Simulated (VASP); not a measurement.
# TiTe2 (P-3m1) in VASP: notebook

TiTe2 is run at these levels: PBE; tasks: single point, relaxation of cell and atoms.

Program: VASP 6.6.1. These are calculated values, not measurements. Logs are shortened: lines on timing, memory, paths and dates and some standing lists are left out, and cuts for length are marked.

## 1. The cell of the first run

Symmetry: P-3m1, No. 164, trigonal system. The conventional cell has a = 3.763 Å, b = 3.763 Å, c = 6.981 Å, α = 90.00°, β = 90.00°, γ = 120.00°. Ti (site symmetry -3m) has 6 Te at 2.78 Å within 3.7 Å. Te (site symmetry 3m) has 3 Ti at 2.78 Å within 3.7 Å.

## 2. Single point, PBE

INCAR

```
  ALGO = Normal
  EDIFF = 1E-6
  ENCUT = 520
  GGA = PE
  ISIF = 2
  ISMEAR = 0
  LASPH = T
  LCHARG = T
  LELF = T
  LREAL = F
  LVHAR = T
  LWAVE = F
  NBANDS = 19
  NELM = 60
  PREC = Accurate
  SIGMA = 0.1
```

KPOINTS

```
k-points
0
Gamma
  15 15 8
```

POSCAR

```
TiTe2
1.0
    3.7625935933      0.0000000028      0.0000000000
   -1.8812967991      3.2585016345      0.0000000000
    0.0000000000      0.0000000000      6.9809969834
Ti Te
1 2
Direct
    0.0000000000      0.0000000000      0.0000000000
    0.6666666667      0.3333333333      0.7514763873
    0.3333333333      0.6666666667      0.2485236127
```

Potentials or basis: VASP PAW PBE potentials, release 64 (Ti_sv, Te).

Started as:

```
> cat potpaw_PBE.64/Ti_sv/POTCAR potpaw_PBE.64/Te/POTCAR > POTCAR
> mpirun -np 1 vasp_std > vasp.out
```

OUTCAR:

```text
EDIFF = 1E-6
   ENCUT = 520
   GGA = PE
   ISIF = 2
   ISMEAR = 0
   LASPH = T
   LREAL = F
   NELM = 60
   PREC = Accurate

 ion  position               nearest neighbor table
   1  0.000  0.000  0.000-   2 2.78   3 2.78   2 2.78   3 2.78   2 2.78   3 2.78
   2  0.667  0.333  0.751-   1 2.78   1 2.78   1 2.78
   3  0.333  0.667  0.249-   1 2.78   1 2.78   1 2.78

  LATTYP: Found a hexagonal cell.
 ALAT       =     3.7625935933
 C/A-ratio  =     1.8553683278

  Lattice vectors:

 A1 = (   3.7625935933,   0.0000000028,   0.0000000000)
 A2 = (  -1.8812967991,   3.2585016345,   0.0000000000)
 A3 = (   0.0000000000,   0.0000000000,   6.9809969834)

Analysis of symmetry for initial positions (statically):
=====================================================================
 Subroutine PRICEL returns:
 Original cell was already a primitive cell.

 Routine SETGRP: Setting up the symmetry group for a
 hexagonal supercell.

 Subroutine GETGRP returns: Found 12 space group operations
 (whereof 12 operations were pure point group operations)
 out of a pool of 24 trial point group operations.

The static configuration has the point symmetry D_3d.

Analysis of symmetry for dynamics (positions and initial velocities):
=====================================================================
 Subroutine PRICEL returns:
 Original cell was already a primitive cell.

 Routine SETGRP: Setting up the symmetry group for a
 hexagonal supercell.

 Subroutine GETGRP returns: Found 12 space group operations
 (whereof 12 operations were pure point group operations)
 out of a pool of 24 trial point group operations.

The dynamic configuration has the point symmetry D_3d.

 Subroutine INISYM returns: Found 12 space group operations
 (whereof 12 operations are pure point group operations),
 and found     1 'primitive' translations

----------------------------------------------------------------------------------------

                                     Primitive cell

  volume of cell :      85.5899

  direct lattice vectors                    reciprocal lattice vectors
     3.762593593  0.000000003  0.000000000     0.265774120  0.153444760  0.000000000
    -1.881296799  3.258501634  0.000000000    -0.000000000  0.306889519  0.000000000
     0.000000000  0.000000000  6.980996983     0.000000000  0.000000000  0.143246015

  length of vectors
     3.762593593  3.762593593  6.980996983     0.306889519  0.306889519  0.143246015

  position of ions in fractional coordinates (direct lattice)
     0.000000000  0.000000000  0.000000000
     0.666666667  0.333333333  0.751476387
     0.333333333  0.666666667  0.248523613

  ion indices of the primitive-cell ions
   primitive index   ion index
                 1           1
                 2           2
                 3           3

----------------------------------------------------------------------------------------

 KPOINTS: k-points

Automatic generation of k-mesh.
 Grid dimensions read from file:
 generate k-points for:   15   15    8

 Generating k-lattice:

  Cartesian coordinates                     Fractional coordinates (reciprocal lattice)
     0.017718275  0.010229651  0.000000000     0.066666667 -0.000000000  0.000000000
    -0.000000000  0.020459301  0.000000000     0.000000000  0.066666667  0.000000000
     0.000000000  0.000000000  0.017905752     0.000000000  0.000000000  0.125000000

  Length of vectors
     0.020459301  0.020459301  0.017905752

  Shift w.r.t. Gamma in fractional coordinates (k-lattice)
     0.000000000  0.000000000  0.000000000

 Subroutine IBZKPT returns following result:
 ===========================================

 Found    192 irreducible k-points:

 Following reciprocal coordinates:
            Coordinates               Weight
  0.000000  0.000000  0.000000      1.000000
  0.066667  0.000000  0.000000      6.000000
  0.133333  0.000000  0.000000      6.000000
  0.200000  0.000000  0.000000      6.000000
  0.266667  0.000000  0.000000      6.000000
  0.333333  0.000000  0.000000      6.000000
[... 16 lines left out ...]
  0.333333  0.200000  0.000000     12.000000
  0.400000  0.200000  0.000000      6.000000
 [... further k-points ...]
   k-points           NKPTS =    192   k-points in BZ     NKDIM =    192   number of bands    NBANDS=     19
   number of dos      NEDOS =    301   number of ions     NIONS =      3
   total plane-waves  NPLWV =  42336
   dimension x,y,z NGX =    28 NGY =   28 NGZ =   54
   dimension x,y,z NGXF=    56 NGYF=   56 NGZF=  108
   ions per type =               1   2
   NGX,Y,Z   is equivalent  to a cutoff of  12.37, 12.37, 12.86 a.u.
   NGXF,Y,Z  is equivalent  to a cutoff of  24.74, 24.74, 25.72 a.u.
 SYSTEM =  unknown system
   PREC   = accura    normal or accurate (medium, high low for compatibility)
   ISTART =      0    job   : 0-new  1-cont  2-samecut
   ICHARG =      2    charge: 1-file 2-atom 10-const
   ISPIN  =      1    spin polarized calculation?
   LNONCOLLINEAR =      F non collinear calculations
   LSORBIT =      F    spin-orbit coupling
   LASPH  =      T    aspherical Exc in radial PAW
   ENCUT  =  520.0 eV  38.22 Ry    6.18 a.u.   7.00  7.00 12.98*2*pi/ulx,y,z
   NELM   =     60;   NELMIN=  2; NELMDL= -5     # of ELM steps
   EDIFF  = 0.1E-05   stopping-criterion for ELM
   LREAL  =      F    real-space projection
   EDIFFG = 0.1E-04   stopping-criterion for IOM
   NSW    =      0    number of steps for IOM
   IBRION =     -1    ionic relax: 0-MD 1-quasi-New 2-CG
   NFREE  =      0    steps in history (QN), initial steepest desc. (CG)
   ISIF   =      2    stress and relaxation
   ISYM   =      2    0-nonsym 1-usesym 2-fastsym
   POTIM  = 0.5000    time-step for ionic-motion
   TEBEG  =    0.0;   TEEND  =   0.0 temperature during run
   PSTRESS=    0.0 pullay stress
   NELECT =      24.0000    total number of electrons
   NUPDOWN=      -1.0000    fix difference up-down
   EMIN   =  10.00;   EMAX   =-10.00  energy-range for DOS
   EFERMI =   0.00;   METHOD = LEGACY
   ISMEAR =     0;   SIGMA  =   0.10  broadening in eV -4-tet -1-fermi 0-gaus
   EFERMI_NEDOS =   21; number of points for ismear=-14 and -15
   IALGO  =     38    algorithm
   IMIX   =      4    mixing-type and parameters
     AMIX     =   0.40;   BMIX     =  1.00
     AMIX_MAG =   1.60;   BMIX_MAG =  1.00
  volume/ion in A,a.u.               =      28.53       192.53
  Fermi-wavevector in a.u.,A,eV,Ry     =   1.071530  2.024898 15.621891  1.148177
  Thomas-Fermi vector in A             =   2.207273
   LORBIT       =      0    0 simple, 1 ext, 2 COOP (PROOUT), +10 PAW based schemes
   GGA     = PE    functional components
   LHFCALC =     F    Hartree Fock is set to
   AEXX    =    0.0000 exact exchange contribution
   IVDW    =     0    specifies the selected vdW correction
   LEPSILON=     F    determine dielectric tensor
   LRPA    =     F    only Hartree local field effects (RPA)
 non-spin polarized calculation
 Gauss-broadening in eV      SIGMA  =   0.10
  energy-cutoff  :      520.00
  volume of cell :       85.59
 maximum number of plane-waves:      2332
   NGX = 13   NGY = 13   NGZ = 25

 number of electron      23.9999998 magnetization

 Free energy of the ion-electron system (eV)
  ---------------------------------------------------
  ext. energy  EPLUGINS =         0.00000000
  ---------------------------------------------------
  free energy    TOTEN  =       -16.22187316 eV

  energy without entropy =      -16.21456256  energy(sigma->0) =      -16.21821786

 E-fermi :   6.0745     XC(G=0):  -9.4922

 val. band max:        6.0681823476   @ k =   0.4000  -0.0000   0.0000
 cond. band min:       6.0757169491   @ k =   0.4000  -0.0000   0.2500
 fundamental gap:      0.0075346015
 Fermi energy:         6.0745072977

 k-point     1 :       0.0000    0.0000    0.0000
  band No.  band energies     occupation
      1     -51.4496      2.00000
      2     -27.7002      2.00000
      3     -27.7002      2.00000
      4     -27.6634      2.00000
      5      -6.1107      2.00000
      6      -4.9797      2.00000
[... 11 lines left out ...]
     18      11.4674      0.00000
     19      11.4974      0.00000

 k-point     2 :       0.0667    0.0000    0.0000
  band No.  band energies     occupation
      1     -51.4494      2.00000
      2     -27.7020      2.00000
      3     -27.7006      2.00000
      4     -27.6630      2.00000
      5      -6.0615      2.00000
      6      -4.9502      2.00000
[... 11 lines left out ...]
     18      11.7246      0.00000
     19      11.8463      0.00000

 k-point     3 :       0.1333    0.0000    0.0000
  band No.  band energies     occupation
      1     -51.4491      2.00000
      2     -27.7072      2.00000
      3     -27.7018      2.00000
      4     -27.6618      2.00000
      5      -5.9169      2.00000
      6      -4.8652      2.00000
[... 11 lines left out ...]
     18      12.1626      0.00000
     19      12.3684      0.00000

 k-point     4 :       0.2000    0.0000    0.0000
  band No.  band energies     occupation
      1     -51.4485      2.00000
      2     -27.7148      2.00000
      3     -27.7036      2.00000
      4     -27.6600      2.00000
      5      -5.6859      2.00000
      6      -4.7344      2.00000
[... 407 lines left out ...]
     18      11.0662      0.00000
     19      12.9571      0.00000

 k-point    23 :       0.3333    0.2000    0.0000
  band No.  band energies     occupation
      1     -51.4464      2.00000
      2     -27.7364      2.00000
      3     -27.7182      2.00000
      4     -27.6533      2.00000
      5      -4.4252      2.00000
      6      -4.2086      2.00000
[... 11 lines left out ...]
     18      10.7573      0.00000
     19      13.1143      0.00000

 k-point    24 :       0.4000    0.2000    0.0000
  band No.  band energies     occupation
      1     -51.4463      2.00000
      2     -27.7373      2.00000
      3     -27.7192      2.00000
      4     -27.6530      2.00000
      5      -4.2943      2.00000
      6      -4.2235      2.00000
[... 11 lines left out ...]
     18      10.6683      0.00000
     19      13.1310      0.00000

 [... further k-points ...]

------------------------ aborting loop because EDIFF is reached ----------------------------------------

  FORCE on cell =-STRESS in cart. coord.  units (eV):
  Direction    XX          YY          ZZ          XY          YZ          ZX
  --------------------------------------------------------------------------------------
  -------------------------------------------------------------------------------------
  Total        0.0104542      0.0104542      0.0152102     -0.0000000      0.0000000      0.0000000
  in kB        0.1956947      0.1956947      0.2847232     -0.0000000      0.0000000      0.0000000
  external PRESSURE =       0.2253709 kB  Pullay stress =       0.0000000 kB

 VOLUME and BASIS-vectors are now :
 -----------------------------------------------------------------------------
  energy-cutoff  :      520.00
  volume of cell :       85.59
      direct lattice vectors                 reciprocal lattice vectors
     3.762593593  0.000000003  0.000000000     0.265774120  0.153444760  0.000000000
    -1.881296799  3.258501634  0.000000000    -0.000000000  0.306889519  0.000000000
     0.000000000  0.000000000  6.980996983     0.000000000  0.000000000  0.143246015

 POSITION                                       TOTAL-FORCE (eV/Angst)
 -----------------------------------------------------------------------------------
      0.00000      0.00000      0.00000        -0.000000      0.000000      0.000000
      1.88130      1.08617      5.24605         0.000000     -0.000000     -0.011208
     -0.00000      2.17233      1.73494        -0.000000      0.000000      0.011208
 -----------------------------------------------------------------------------------
    total drift:                               -0.000000     -0.000000      0.000000

  FREE ENERGIE OF THE ION-ELECTRON SYSTEM (eV)
  ---------------------------------------------------
  free  energy   TOTEN  =       -16.2218731642 eV

  energy  without entropy=      -16.2145625615  energy(sigma->0) =      -16.21821786
```

It took 2.2 min on 1 thread of Intel Xeon 6975P-C (Granite Rapids), shared host; peak memory 0.42 GiB.

What came out:

```yaml
Free_energy: -16.2219 eV
Pressure: 0.0 GPa
Largest_force: 0.011 eV/Å
Band_gap_on_the_k_mesh: zero (band 12 reaches 6.47 eV, above the bottom of band 13 at 5.82 eV)
```

Forces on the atoms (eV/Å):
```
Ti   0.000  0.000  0.000
Te   0.000  0.000 -0.011
Te   0.000  0.000  0.011
```

Caveat: spin-orbit coupling is left out, which moves the levels of the heavy elements; this functional lacks dispersion, which binds the layers, so the pressure and a relaxed spacing across them are unreliable.

[end of part 1 of 2]
